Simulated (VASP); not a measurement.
# CdS (F-43m) in VASP: notebook

CdS is run at these levels: PBEsol; tasks: single point, relaxation of cell and atoms.

Everything below comes from runs of VASP 6.6.1. Logs are shortened: lines on timing, memory, paths and dates and some standing lists are left out, and cuts for length are marked.

### 1 The cell of the first run

The structure is cubic, space group F-43m (No. 216). Conventional cell: a = 5.825 Å, b = 5.825 Å, c = 5.825 Å, α = 90.00°, β = 90.00°, γ = 90.00°. Cd (site symmetry -43m) has 4 S at 2.52 Å within 3.3 Å. S (site symmetry -43m) has 4 Cd at 2.52 Å within 3.3 Å.

### 2 Single point, PBEsol

The input, INCAR:

```
PREC     = Accurate       # precision mode
ENCUT    = 520            # plane-wave cutoff, eV
EDIFF    = 1E-6           # SCF threshold, eV
ISMEAR   = 0              # smearing method
SIGMA    = 0.02           # smearing width, eV
LREAL    = F              # projectors in reciprocal space
LASPH    = T              # aspherical terms in the spheres
NELM     = 60             # most SCF steps
ALGO     = Normal         # electronic algorithm
ISIF     = 2              # what is computed and relaxed
LWAVE    = F              # write WAVECAR
LCHARG   = F              # write CHGCAR
GGA      = PS             # functional
NBANDS   = 16             # bands
```

The input, KPOINTS:

```
Automatic mesh
0
Gamma
  8 8 8
```

The input, POSCAR:

```
CdS
1.0
    0.0000000000      2.9123057726      2.9123057726
    2.9123057726      0.0000000000      2.9123057726
    2.9123057726      2.9123057726      0.0000000000
Cd S
1 1
Direct
    0.0000000000      0.0000000000      0.0000000000
    0.2500000000      0.2500000000      0.2500000000
```

Potentials or basis: VASP PAW PBE potentials, release 64 (Cd, S).

Run with:

```
cat potpaw_PBE.64/Cd/POTCAR potpaw_PBE.64/S/POTCAR > POTCAR
mpirun -np 1 vasp_std > vasp.out
```

OUTCAR:

```text
PREC = Accurate
   ENCUT = 520
   EDIFF = 1E-6
   ISMEAR = 0
   LREAL = F
   LASPH = T
   NELM = 60
   ISIF = 2
   GGA = PS

 ion  position               nearest neighbor table
   1  0.000  0.000  0.000-   2 2.52   2 2.52   2 2.52   2 2.52
   2  0.250  0.250  0.250-   1 2.52   1 2.52   1 2.52   1 2.52

  LATTYP: Found a face centered cubic cell.
 ALAT       =     5.8246115452

  Lattice vectors:

 A1 = (   0.0000000000,   2.9123057726,   2.9123057726)
 A2 = (   2.9123057726,   0.0000000000,   2.9123057726)
 A3 = (   2.9123057726,   2.9123057726,   0.0000000000)

Analysis of symmetry for initial positions (statically):
=====================================================================
 Subroutine PRICEL returns:
 Original cell was already a primitive cell.

 Routine SETGRP: Setting up the symmetry group for a
 face centered cubic supercell.

 Subroutine GETGRP returns: Found 24 space group operations
 (whereof 24 operations were pure point group operations)
 out of a pool of 48 trial point group operations.

The static configuration has the point symmetry T_d .

Analysis of symmetry for dynamics (positions and initial velocities):
=====================================================================
 Subroutine PRICEL returns:
 Original cell was already a primitive cell.

 Routine SETGRP: Setting up the symmetry group for a
 face centered cubic supercell.

 Subroutine GETGRP returns: Found 24 space group operations
 (whereof 24 operations were pure point group operations)
 out of a pool of 48 trial point group operations.

The dynamic configuration has the point symmetry T_d .

 Subroutine INISYM returns: Found 24 space group operations
 (whereof 24 operations are pure point group operations),
 and found     1 'primitive' translations

----------------------------------------------------------------------------------------

                                     Primitive cell

  volume of cell :      49.4016

  direct lattice vectors                    reciprocal lattice vectors
     0.000000000  2.912305773  2.912305773    -0.171685269  0.171685269  0.171685269
     2.912305773  0.000000000  2.912305773     0.171685269 -0.171685269  0.171685269
     2.912305773  2.912305773  0.000000000     0.171685269  0.171685269 -0.171685269

  length of vectors
[... 74 lines left out ...]
   ISTART =      0    job   : 0-new  1-cont  2-samecut
   ICHARG =      2    charge: 1-file 2-atom 10-const
   ISPIN  =      1    spin polarized calculation?
   LNONCOLLINEAR =      F non collinear calculations
   LSORBIT =      F    spin-orbit coupling
   LASPH  =      T    aspherical Exc in radial PAW
   ENCUT  =  520.0 eV  38.22 Ry    6.18 a.u.   7.66  7.66  7.66*2*pi/ulx,y,z
   NELM   =     60;   NELMIN=  2; NELMDL= -5     # of ELM steps
   EDIFF  = 0.1E-05   stopping-criterion for ELM
   LREAL  =      F    real-space projection
   EDIFFG = 0.1E-04   stopping-criterion for IOM
   NSW    =      0    number of steps for IOM
   IBRION =     -1    ionic relax: 0-MD 1-quasi-New 2-CG
   NFREE  =      0    steps in history (QN), initial steepest desc. (CG)
   ISIF   =      2    stress and relaxation
   ISYM   =      2    0-nonsym 1-usesym 2-fastsym
   POTIM  = 0.5000    time-step for ionic-motion
   TEBEG  =    0.0;   TEEND  =   0.0 temperature during run
   PSTRESS=    0.0 pullay stress
   NELECT =      18.0000    total number of electrons
   NUPDOWN=      -1.0000    fix difference up-down
   EMIN   =  10.00;   EMAX   =-10.00  energy-range for DOS
   EFERMI =   0.00;   METHOD = LEGACY
   ISMEAR =     0;   SIGMA  =   0.02  broadening in eV -4-tet -1-fermi 0-gaus
   EFERMI_NEDOS =   21; number of points for ismear=-14 and -15
   IALGO  =     38    algorithm
   IMIX   =      4    mixing-type and parameters
     AMIX     =   0.40;   BMIX     =  1.00
     AMIX_MAG =   1.60;   BMIX_MAG =  1.00
  volume/ion in A,a.u.               =      24.70       166.69
  Fermi-wavevector in a.u.,A,eV,Ry     =   1.169280  2.209620 18.602114  1.367217
  Thomas-Fermi vector in A             =   2.305755
   LORBIT       =      0    0 simple, 1 ext, 2 COOP (PROOUT), +10 PAW based schemes
   GGA     = PS    functional components
   LHFCALC =     F    Hartree Fock is set to
   AEXX    =    0.0000 exact exchange contribution
   IVDW    =     0    specifies the selected vdW correction
   LEPSILON=     F    determine dielectric tensor
   LRPA    =     F    only Hartree local field effects (RPA)
 non-spin polarized calculation
 Gauss-broadening in eV      SIGMA  =   0.02
  energy-cutoff  :      520.00
  volume of cell :       49.40
 maximum number of plane-waves:      1363
   NGX = 15   NGY = 15   NGZ = 15

 number of electron      18.0000004 magnetization

 Free energy of the ion-electron system (eV)
  ---------------------------------------------------
  ext. energy  EPLUGINS =         0.00000000
  ---------------------------------------------------
  free energy    TOTEN  =        -6.81314114 eV

  energy without entropy =       -6.81314114  energy(sigma->0) =       -6.81314114

 E-fermi :   1.4083     XC(G=0):  -9.3985

 val. band max:        1.2493240077   @ k =   0.0000   0.0000   0.0000
 cond. band min:       2.2663753397   @ k =   0.0000   0.0000   0.0000
 fundamental gap:      1.0170513320
 Fermi energy:         1.4083224752

 k-point     1 :       0.0000    0.0000    0.0000
  band No.  band energies     occupation
      1     -11.1622      2.00000
      2      -6.4962      2.00000
      3      -6.4962      2.00000
      4      -6.4962      2.00000
      5      -6.0020      2.00000
      6      -6.0020      2.00000
[... 433 lines left out ...]
      3      -6.2892      2.00000
      4      -6.0305      2.00000
      5      -5.9751      2.00000
      6      -5.4998      2.00000
[... 8 lines left out ...]
     15      13.4470      0.00000
     16      14.3829      0.00000

 [... further k-points ...]
[... 5 lines left out ...]
  --------------------------------------------------------------------------------------
  -------------------------------------------------------------------------------------
  Total        0.1179304      0.1179304      0.1179304      0.0000000     -0.0000000     -0.0000000
  in kB        3.8246831      3.8246831      3.8246831      0.0000000     -0.0000000     -0.0000000
  external PRESSURE =       3.8246831 kB  Pullay stress =       0.0000000 kB

 VOLUME and BASIS-vectors are now :
 -----------------------------------------------------------------------------
  energy-cutoff  :      520.00
  volume of cell :       49.40
      direct lattice vectors                 reciprocal lattice vectors
     0.000000000  2.912305773  2.912305773    -0.171685269  0.171685269  0.171685269
     2.912305773  0.000000000  2.912305773     0.171685269 -0.171685269  0.171685269
     2.912305773  2.912305773  0.000000000     0.171685269  0.171685269 -0.171685269

 POSITION                                       TOTAL-FORCE (eV/Angst)
 -----------------------------------------------------------------------------------
      0.00000      0.00000      0.00000        -0.000000     -0.000000     -0.000000
      1.45615      1.45615      1.45615         0.000000      0.000000      0.000000
 -----------------------------------------------------------------------------------
    total drift:                               -0.000000     -0.000000     -0.000000

  FREE ENERGIE OF THE ION-ELECTRON SYSTEM (eV)
  ---------------------------------------------------
  free  energy   TOTEN  =        -6.8131411445 eV

  energy  without entropy=       -6.8131411445  energy(sigma->0) =       -6.81314114
```

OSZICAR:

```text
N       E                     dE             d eps       ncg     rms          rms(c)
DAV:   1     0.106323492272E+03    0.10632E+03   -0.90224E+03   952   0.102E+03
DAV:   2    -0.329065254475E+01   -0.10961E+03   -0.10378E+03  1152   0.254E+02
DAV:   3    -0.728808690472E+01   -0.39974E+01   -0.39916E+01  1168   0.500E+01
DAV:   4    -0.731203056180E+01   -0.23944E-01   -0.23942E-01  1192   0.381E+00
DAV:   5    -0.731235895591E+01   -0.32839E-03   -0.32839E-03  1120   0.416E-01    0.787E+00
DAV:   6    -0.683571821808E+01    0.47664E+00   -0.78936E-01  1400   0.122E+01    0.633E+00
DAV:   7    -0.681567222228E+01    0.20046E-01   -0.16472E-01  1160   0.288E+00    0.301E+00
DAV:   8    -0.681330832461E+01    0.23639E-02   -0.16985E-02  1096   0.164E+00    0.254E-01
DAV:   9    -0.681306713510E+01    0.24119E-03   -0.20475E-03  1096   0.687E-01    0.521E-02
DAV:  10    -0.681310189360E+01   -0.34759E-04   -0.19769E-04  1168   0.166E-01    0.580E-02
DAV:  11    -0.681314384469E+01   -0.41951E-04   -0.68349E-05  1088   0.750E-02    0.200E-02
DAV:  12    -0.681314057077E+01    0.32739E-05   -0.13675E-05  1184   0.451E-02    0.815E-03
DAV:  13    -0.681314114449E+01   -0.57372E-06   -0.23163E-06  1104   0.893E-03
   1 F= -.68131411E+01 E0= -.68131411E+01  d E =-.235673E-31
```

stdout:

```text
POSCAR found type information on POSCAR CdS
 POSCAR found :  2 types and       2 ions
 scaLAPACK will be used
 -----------------------------------------------------------------------------
|                                                                             |
|                                                                             |
|     You enforced a specific xc type in the INCAR file but a different       |
|     I HOPE YOU KNOW WHAT YOU ARE DOING!                                     |
|                                                                             |
 -----------------------------------------------------------------------------

 LDA part: xc-table for (Slater+PW92), standard interpolation
 POSCAR, INCAR and KPOINTS ok, starting setup
 FFT: planning ... GRIDC
 FFT: planning ... GRID_SOFT
 FFT: planning ... GRID
 WAVECAR not read
 entering main loop
```

Run time: 16 s. Hardware: 1 thread of Intel Xeon Platinum 8259CL at 2.50GHz (Skylake/Cascade Lake), shared host; peak memory 0.18 GiB.

What came out:

| Item | Value |
| --- | --- |
| Free energy | -6.8131 eV |
| Pressure | 0.4 GPa |
| Band gap on the k mesh | 1.02 eV, direct |

Caveat: the PAW data sets were made with another functional, which shifts forces and pressure a little.

### 3 Relaxation of cell and atoms, PBEsol

This run uses another cell than the first one, of 26.02 Å³/atom, 1.053 times its volume.

The input, INCAR:

```
SYSTEM = CdS
PREC = Accurate
ENCUT = 600
EDIFF = 1E-6
ISMEAR = 0
SIGMA = 0.02
LREAL = .False.
LASPH = .True.
NELM = 60
ALGO = Normal
ISIF = 3
LWAVE = .False.
LCHARG = .False.
GGA = PS
IBRION = 2
NSW = 70
EDIFFG = -0.005
```

The input, KPOINTS:

```
Automatic mesh
0
Gamma
  8 8 8
  0 0 0
```

The input, POSCAR:

```
CdS
1.0
    0.0000000000      2.9632110618      2.9632110618
    2.9632110618      0.0000000000      2.9632110618
    2.9632110618      2.9632110618      0.0000000000
Cd S
1 1
Direct
    0.0000000000      0.0000000000      0.0000000000
    0.2500000000      0.2500000000      0.2500000000
```

Potentials or basis: VASP PAW PBE potentials, release 64 (Cd, S).

Run with:

```
cat potpaw_PBE.64/Cd/POTCAR potpaw_PBE.64/S/POTCAR > POTCAR
mpirun -np 1 vasp_std > vasp.out
```

It took 43 s on 1 thread of Intel Xeon Platinum 8259CL at 2.50GHz (Skylake/Cascade Lake), shared host; peak memory 0.22 GiB.

Results (log left out):

- Free energy: -6.8146 eV
- Relaxed volume: 24.83 Å³/atom
- Relaxed cell: a = 4.126 Å, b = 4.126 Å, c = 4.126 Å, α = 60.00°, β = 60.00°, γ = 60.00°
- Space group after relaxing (to 0.05 Å): F-43m (No. 216)
- Energy gained by relaxing: 9.8 meV/atom
- Ionic steps: 3
- Pressure after relaxing: 0.0 GPa
- Band gap on the k mesh: 1.01 eV, direct

Step by step:
```csv
step,energy change (eV),largest force (eV/Å),pressure (GPa),volume (Å³)
1,0.0000,0.0000,-2.55,52.04
2,-0.0176,0.0000,0.84,48.98
3,-0.0196,0.0000,-0.01,49.67
```

Final structure:
```
Cd S
1.0
     0.00000    2.91754    2.91754
     2.91754    0.00000    2.91754
     2.91754    2.91754    0.00000
Cd S
1 1
Cartesian
  0.0000 0.0000 0.0000
  1.4588 1.4588 1.4588
```

Levels at points of the mesh, in eV from the valence-band top:
```
           k point  band 6  band 7  band 8  band 9  band 10  band 11  band 12  band 13
(0.00, 0.00, 0.00)   -7.24    0.00    0.00    0.00     1.01     6.44     6.44     6.44
(0.50, 0.00, 0.00)   -6.86   -4.47   -0.76   -0.76     2.89     6.91     6.91     7.33
(0.50, 0.50, 0.00)   -6.80   -4.01   -1.91   -1.91     3.39     4.25     9.07    10.66
```

Caveat: the PAW data sets were made with another functional, which shifts forces and pressure a little. As with any semilocal functional, this PBEsol gap is likely too small.
